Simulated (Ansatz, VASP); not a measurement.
## One calculation of GaN, two programs

File INCAR:

```
PREC = Accurate ; ENCUT = 520
EDIFF = 1E-6 ; ISMEAR = 0
SIGMA = 0.01 ; LREAL = False
LASPH = True ; NELM = 60
ALGO = Normal ; ISIF = 2
LWAVE = False ; LCHARG = True
GGA = PS ; LELF = True
LVHAR = True ; NBANDS = 26
```

The input KPOINTS:

```
regular mesh
0
Gamma
  12 12 6
```

The input POSCAR:

```
GaN
1.0
    3.1828215508      0.0000000000      0.0000000000
   -1.5914107754      2.7564043187      0.0000000000
    0.0000000000      0.0000000000      5.1856744261
Ga N
2 2
Direct
    0.3333333333      0.6666666667     -0.0368222577
    0.6666666667      0.3333333333      0.4631777423
    0.3333333333      0.6666666667      0.4138222577
    0.6666666667      0.3333333333      0.9138222577
```

Input for Ansatz:

```yaml
crystal:
  lattice:
    - [3.1828215508, 0.0, 0.0]
    - [-1.5914107754, 2.7564043187, 0.0]
    - [0.0, 0.0, 5.1856744261]
  atoms:
    - { symbol: Ga, position: [0.3333333333, 0.6666666667, -0.0368222577] }
    - { symbol: Ga, position: [0.6666666667, 0.3333333333, 0.4631777423] }
    - { symbol: "N", position: [0.3333333333, 0.6666666667, 0.4138222577] }
    - { symbol: "N", position: [0.6666666667, 0.3333333333, 0.9138222577] }
basis:
  ecutwfc: 420
  xc_grid: 2
kpoints:
  mp_grid: { grid: [12, 12, 6] }
hamiltonian:
  xc: pbesol
  pseudopotentials: { kind: paw, azcp: { folder: soft_1 } }
scf:
  occupations: { method: fixed }
output:
  forces: true
  stress: true
  eigenvalues: true
  polarization: {}
```

Change from the starting cell: polar distortion scaled by 0.40.

Alike in both runs: task single point; functional PBEsol; k mesh 12 × 12 × 6; no spin polarisation.

|  | VASP | Ansatz |
| --- | --- | --- |
| version | VASP 6.6.1 | Ansatz 0.2.0 |
| potentials or method | VASP PAW PBE potentials, release 64 (Ga_d, N), cutoff 520 eV | scalar-relativistic, plane waves, PAW |
| occupations | gaussian, width 0.01 eV | fixed |
| valence electrons in the cell | 36 | 36 |

|  | VASP | Ansatz | Ansatz less VASP |
| --- | --- | --- | --- |
| gap on the k mesh at the Fermi level (eV) | 1.79 | 1.78 | -0.010 |
| least direct gap on the mesh (eV) | 1.79 | 1.78 | -0.010 |
| pressure (GPa) | 6.9 | 7.2 | +0.37 |
| traceless stress, the component that is largest in VASP (GPa) | -10.97 | -11.43 | -0.453 |
| rms of the force components (eV/Å) | 0.663 | 0.673 | +0.0096 |

VASP's potentials were made for PBE, not for PBEsol, and Ansatz warns of the same on its side. Atom by atom the forces differ by 0.010 eV/Å (rms over components).
